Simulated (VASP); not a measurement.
# W (R-3m) in VASP: notebook

The runs below take W through single point, with PBE.

Program: VASP 6.6.1. These are calculated values, not measurements. Logs are shortened: lines on timing, memory, paths and dates and some standing lists are left out, and cuts for length are marked.

## 1. The cell of the first run

Symmetry: R-3m, No. 166, trigonal system. Conventional cell: a = 4.393 Å, b = 4.393 Å, c = 3.022 Å, α = 90.00°, β = 90.00°, γ = 120.00°. Within 3.6 Å of W (site symmetry -3m) lie 14 W at 2.73 to 3.24 Å.

## 2. Single point, PBE (strained)

The input, INCAR:

```
PREC = Accurate
ENCUT = 520
EDIFF = 1E-7
ISMEAR = 0
SIGMA = 0.1
LREAL = False
LASPH = True
NELM = 60
ALGO = Normal
ISIF = 2
LWAVE = False
LCHARG = False
GGA = PE
NBANDS = 13
```

The input, KPOINTS:

```
regular mesh
0
Gamma
  15 15 15
```

The input, POSCAR:

```
W
1.0
   -1.4892746010      1.6170586010      1.6170586010
    1.6170586010     -1.4892746010      1.6170586010
    1.6170586010      1.6170586010     -1.4892746010
W
1
Direct
    0.0000000000      0.0000000000      0.0000000000
```

Potentials or basis: VASP PAW PBE potentials, release 64 (W_sv).

On the command line:

```bash
$ cat potpaw_PBE.64/W_sv/POTCAR > POTCAR
$ mpirun -np 1 vasp_std > vasp.out
```

OUTCAR:

```text
PREC = Accurate
   ENCUT = 520
   EDIFF = 1E-7
   ISMEAR = 0
   LREAL = False
   LASPH = True
   NELM = 60
   ISIF = 2
   GGA = PE

 ion  position               nearest neighbor table
   1  0.000  0.000  0.000-

  LATTYP: Found a trigonal (rhomboedric) cell.
 ALAT       =     2.7290466972
 COS(alpha) =    -0.2956095581

  Lattice vectors:

 A1 = (  -1.4892746010,   1.6170586010,   1.6170586010)
 A2 = (   1.6170586010,  -1.4892746010,   1.6170586010)
 A3 = (   1.6170586010,   1.6170586010,  -1.4892746010)

Analysis of symmetry for initial positions (statically):
=====================================================================
 Subroutine PRICEL returns:
 Original cell was already a primitive cell.

 Routine SETGRP: Setting up the symmetry group for a
 trigonal (rhombohedral) supercell.

 Subroutine GETGRP returns: Found 12 space group operations
 (whereof 12 operations were pure point group operations)
 out of a pool of 12 trial point group operations.

The static configuration has the point symmetry D_3d.

Analysis of symmetry for dynamics (positions and initial velocities):
=====================================================================
 Subroutine PRICEL returns:
 Original cell was already a primitive cell.

 Routine SETGRP: Setting up the symmetry group for a
 trigonal (rhombohedral) supercell.

 Subroutine GETGRP returns: Found 12 space group operations
 (whereof 12 operations were pure point group operations)
 out of a pool of 12 trial point group operations.

The dynamic configuration has the point symmetry D_3d.

 Subroutine INISYM returns: Found 12 space group operations
 (whereof 12 operations are pure point group operations),
 and found     1 'primitive' translations

----------------------------------------------------------------------------------------

                                     Primitive cell

  volume of cell :      16.8365

  direct lattice vectors                    reciprocal lattice vectors
    -1.489274601  1.617058601  1.617058601    -0.023576112  0.298346855  0.298346855
     1.617058601 -1.489274601  1.617058601     0.298346855 -0.023576112  0.298346855
     1.617058601  1.617058601 -1.489274601     0.298346855  0.298346855 -0.023576112

  length of vectors
     2.729046697  2.729046697  2.729046697     0.422584340  0.422584340  0.422584340

  position of ions in fractional coordinates (direct lattice)
     0.000000000  0.000000000  0.000000000

[... 76 lines left out ...]
   LREAL  =      F    real-space projection
   EDIFFG = 0.1E-05   stopping-criterion for IOM
   NSW    =      0    number of steps for IOM
   IBRION =     -1    ionic relax: 0-MD 1-quasi-New 2-CG
   NFREE  =      0    steps in history (QN), initial steepest desc. (CG)
   ISIF   =      2    stress and relaxation
   ISYM   =      2    0-nonsym 1-usesym 2-fastsym
   POTIM  = 0.5000    time-step for ionic-motion
   TEBEG  =    0.0;   TEEND  =   0.0 temperature during run
   PSTRESS=    0.0 pullay stress
   NELECT =      14.0000    total number of electrons
   NUPDOWN=      -1.0000    fix difference up-down
   EMIN   =  10.00;   EMAX   =-10.00  energy-range for DOS
   EFERMI =   0.00;   METHOD = LEGACY
   ISMEAR =     0;   SIGMA  =   0.10  broadening in eV -4-tet -1-fermi 0-gaus
   EFERMI_NEDOS =   21; number of points for ismear=-14 and -15
   IALGO  =     38    algorithm
   IMIX   =      4    mixing-type and parameters
     AMIX     =   0.40;   BMIX     =  1.00
     AMIX_MAG =   1.60;   BMIX_MAG =  1.00
  volume/ion in A,a.u.               =      16.84       113.62
  Fermi-wavevector in a.u.,A,eV,Ry     =   1.539454  2.909146 32.244703  2.369919
  Thomas-Fermi vector in A             =   2.645680
   LORBIT       =      0    0 simple, 1 ext, 2 COOP (PROOUT), +10 PAW based schemes
   GGA     = PE    functional components
   LHFCALC =     F    Hartree Fock is set to
   AEXX    =    0.0000 exact exchange contribution
   IVDW    =     0    specifies the selected vdW correction
   LEPSILON=     F    determine dielectric tensor
   LRPA    =     F    only Hartree local field effects (RPA)
 non-spin polarized calculation
 Gauss-broadening in eV      SIGMA  =   0.10
  energy-cutoff  :      520.00
  volume of cell :       16.84
 maximum number of plane-waves:       469
   NGX = 11   NGY = 11   NGZ = 11

 number of electron      14.0000000 magnetization

 Free energy of the ion-electron system (eV)
  ---------------------------------------------------
  ext. energy  EPLUGINS =         0.00000000
  ---------------------------------------------------
  free energy    TOTEN  =       -12.82578889 eV

  energy without entropy =      -12.82305016  energy(sigma->0) =      -12.82441953

 E-fermi :  10.6105     XC(G=0): -13.2903

 val. band max:       10.6075383543   @ k =  -0.2667   0.3333   0.2000
 cond. band min:      10.6228000391   @ k =  -0.2000  -0.2000   0.1333
 fundamental gap:      0.0152616848
 Fermi energy:        10.6105092991

 k-point     1 :       0.0000    0.0000    0.0000
  band No.  band energies     occupation
      1     -63.6720      2.00000
      2     -27.4775      2.00000
      3     -27.2063      2.00000
      4     -27.2063      2.00000
      5       1.3074      2.00000
      6       8.6347      2.00000
      7       8.6347      2.00000
      8      10.7204      0.12024
      9      13.0209      0.00000
     10      13.0209      0.00000
     11      24.3721      0.00000
     12      24.3721      0.00000
     13      26.4301      0.00000
[... 354 lines left out ...]
  band No.  band energies     occupation
      1     -63.6213      2.00000
      2     -27.8800      2.00000
      3     -27.4872      2.00000
      4     -27.2825      2.00000
      5       4.0294      2.00000
      6       7.8471      2.00000
      7       8.1415      2.00000
      8      12.3763      0.00000
      9      13.1112      0.00000
     10      13.8198      0.00000
     11      24.1125      0.00000
     12      25.9958      0.00000
     13      28.4602      0.00000

 [... further k-points ...]
[... 5 lines left out ...]
  --------------------------------------------------------------------------------------
  -------------------------------------------------------------------------------------
  Total       -0.9081195     -0.9081195     -0.9081195     -0.8000347     -0.8000347     -0.8000347
  in kB      -86.4174093    -86.4174093    -86.4174093    -76.1319697    -76.1319697    -76.1319697
  external PRESSURE =     -86.4174093 kB  Pullay stress =       0.0000000 kB

 VOLUME and BASIS-vectors are now :
 -----------------------------------------------------------------------------
  energy-cutoff  :      520.00
  volume of cell :       16.84
      direct lattice vectors                 reciprocal lattice vectors
    -1.489274601  1.617058601  1.617058601    -0.023576112  0.298346855  0.298346855
     1.617058601 -1.489274601  1.617058601     0.298346855 -0.023576112  0.298346855
     1.617058601  1.617058601 -1.489274601     0.298346855  0.298346855 -0.023576112

 POSITION                                       TOTAL-FORCE (eV/Angst)
 -----------------------------------------------------------------------------------
      0.00000      0.00000      0.00000        -0.000000      0.000000      0.000000
 -----------------------------------------------------------------------------------
    total drift:                                0.000000      0.000000      0.000000

  FREE ENERGIE OF THE ION-ELECTRON SYSTEM (eV)
  ---------------------------------------------------
  free  energy   TOTEN  =       -12.8257888927 eV

  energy  without entropy=      -12.8230501623  energy(sigma->0) =      -12.82441953
```

OSZICAR:

```text
N       E                     dE             d eps       ncg     rms          rms(c)
DAV:   1     0.844967096768E+02    0.84497E+02   -0.74880E+03  8984   0.122E+03
DAV:   2    -0.118104540346E+02   -0.96307E+02   -0.92573E+02 10079   0.314E+02
DAV:   3    -0.134677618711E+02   -0.16573E+01   -0.16521E+01  9794   0.401E+01
DAV:   4    -0.134748967360E+02   -0.71349E-02   -0.71347E-02  9884   0.291E+00
DAV:   5    -0.134749624795E+02   -0.65744E-04   -0.65742E-04  9954   0.263E-01    0.189E+01
DAV:   6    -0.129575349812E+02    0.51743E+00   -0.45523E-01  9179   0.884E+00    0.726E+00
DAV:   7    -0.128297199153E+02    0.12782E+00   -0.22292E-01  9949   0.587E+00    0.721E-01
DAV:   8    -0.128258166365E+02    0.39033E-02   -0.45952E-03  9124   0.857E-01    0.902E-02
DAV:   9    -0.128257950558E+02    0.21581E-04   -0.12513E-04 10526   0.137E-01    0.499E-02
DAV:  10    -0.128257897175E+02    0.53383E-05   -0.12500E-05  9384   0.456E-02    0.408E-03
DAV:  11    -0.128257893675E+02    0.35002E-06   -0.77111E-07  9724   0.109E-02    0.329E-03
DAV:  12    -0.128257889042E+02    0.46323E-06   -0.33197E-08  5337   0.244E-03    0.206E-04
DAV:  13    -0.128257888927E+02    0.11514E-07   -0.35918E-09  4592   0.752E-04
   1 F= -.12825789E+02 E0= -.12824420E+02  d E =-.273873E-02
```

Run time: 31 s. Hardware: 1 thread of Intel Xeon Platinum 8488C (Sapphire Rapids), shared host; peak memory 0.18 GiB.

What came out:

| Item | Value |
| --- | --- |
| Free energy | -12.8258 eV |
| Pressure | -8.6 GPa |
| Band gap on the k mesh | zero (band 7 reaches 13.36 eV, above the bottom of band 8 at 9.76 eV) |

Levels at points of the mesh, in eV from the Fermi level:
| k point | band 5 | band 6 | band 7 | band 8 | band 9 | band 10 |
| --- | --- | --- | --- | --- | --- | --- |
| (0.00, 0.00, 0.00) | -9.30 | -1.98 | -1.98 | 0.11 | 2.41 | 2.41 |

Caveat: the cell differs from its parent crystal (strained); spin-orbit coupling is left out, which moves the levels of the heavy elements.

## 3. Single point, PBE (strained)

The input, INCAR:

```
SYSTEM = W
PREC = Accurate
ENCUT = 520
EDIFF = 1E-6
ISMEAR = 0
SIGMA = 0.1
LREAL = .False.
LASPH = .True.
NELM = 100
ALGO = Fast
ISIF = 2
LWAVE = .False.
LCHARG = .False.
GGA = PE
NBANDS = 13
```

The input, KPOINTS:

```
regular mesh
0
Gamma
  15 15 15
  0 0 0
```

The input, POSCAR:

```
W
1.0
   -1.4679027270      1.6595787270      1.6595787270
    1.6595787270     -1.4679027270      1.6595787270
    1.6595787270      1.6595787270     -1.4679027270
W
1
Direct
    0.0000000000      0.0000000000      0.0000000000
```

Potentials or basis: VASP PAW PBE potentials, release 64 (W_sv).

On the command line:

```bash
$ cat potpaw_PBE.64/W_sv/POTCAR > POTCAR
$ mpirun -np 1 vasp_std > vasp.out
```

Run time: 36 s. Hardware: 1 thread of Intel Xeon Platinum 8488C (Sapphire Rapids), shared host; peak memory 0.2 GiB.

The run converged. Its results:

* Free energy: -12.6091 eV
* Pressure: -22.3 GPa
* Band gap on the k mesh: zero (band 7 reaches 11.40 eV, above the bottom of band 8 at 8.98 eV)

Stress tensor (GPa, compression positive):
```
-22.27  -7.98  -7.98
 -7.98 -22.27  -7.98
 -7.98  -7.98 -22.27
```

Levels at points of the mesh, in eV from the Fermi level:
| k point | band 4 | band 5 | band 6 | band 7 | band 8 | band 9 | band 10 | band 11 |
| --- | --- | --- | --- | --- | --- | --- | --- | --- |
| (0.00, 0.00, 0.00) | -38.02 | -8.95 | -2.25 | -2.25 | 0.55 | 2.39 | 2.39 | 13.32 |

Caveat: the cell differs from its parent crystal (strained); spin-orbit coupling is left out, which moves the levels of the heavy elements.
